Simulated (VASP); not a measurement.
Wanted: the native input for a VASP 6.6.1 run.

| Quantity | Value |
| --- | --- |
| Task | single point |
| Functional | r2SCAN |
| Potentials or basis | VASP PAW PBE potentials, release 64 (C) |
| Cutoff | 520 eV |
| k mesh | 18 × 18 × 6 |
| Occupations | gaussian, width 0.1 eV |
| Spin | no spin polarisation |
| Dipole correction | no |
| Further INCAR settings | ALGO = Normal; EDIFF = 1e-07; NBANDS = 16 |

The system is C.

```
C
1.0
     1.22738   -2.12493    0.00000
     1.22738    2.12493    0.00000
     0.00000    0.00000    6.91128
C
4
Cartesian
  1.2274 1.7708 5.1833
  1.2274 -0.3541 1.7280
  1.2274 -1.7708 1.7280
  1.2274 0.3541 5.1833
```

These files were run (other wordings do the same):

POSCAR

```
C
1.0
    1.2273754408     -2.1249283862      0.0000000000
    1.2273754408      2.1249283862      0.0000000000
    0.0000000000      0.0000000000      6.9112791263
C
4
Direct
    0.0833215637      0.9166784363      0.7499700444
    0.5833215637      0.4166784363      0.2500299556
    0.9166784363      0.0833215637      0.2500299556
    0.4166784363      0.5833215637      0.7499700444
```

INCAR.step1

```
PREC = Accurate ; ENCUT = 520
ISMEAR = 0 ; SIGMA = 0.1
LREAL = False ; LASPH = True
NELM = 80 ; NBANDS = 16
GGA = PE ; ALGO = Normal
EDIFF = 1E-4 ; LWAVE = True
LCHARG = False
```

INCAR.step2

```
PREC = Accurate ; ENCUT = 520
EDIFF = 1E-7 ; ISMEAR = 0
SIGMA = 0.1 ; LREAL = False
LASPH = True ; NELM = 80
ALGO = Normal ; ISIF = 2
LWAVE = False ; LCHARG = False
METAGGA = R2SCAN ; LMIXTAU = True
NBANDS = 16 ; ISTART = 1
```

KPOINTS

```
regular mesh
0
Gamma
  18 18 6
```

Potentials or basis: VASP PAW PBE potentials, release 64 (C).

Launch:

```bash
$ cat potpaw_PBE.64/C/POTCAR > POTCAR
$ cp INCAR.step1 INCAR
$ mpirun -np 1 vasp_std > vasp.out
$ cp INCAR.step2 INCAR
$ mpirun -np 1 vasp_std > vasp.out
```

It gave:

```json
{
  "Pressure": "1.4 GPa"
}
```

Caveat: the PAW data sets were made with another functional, which shifts forces and pressure a little.

It took 9.5 min on 1 thread of Intel(R) Xeon(R) Platinum 8259CL CPU @ 2.50GHz (Skylake/Cascade Lake) (shared host), peak memory 0.26 GiB.
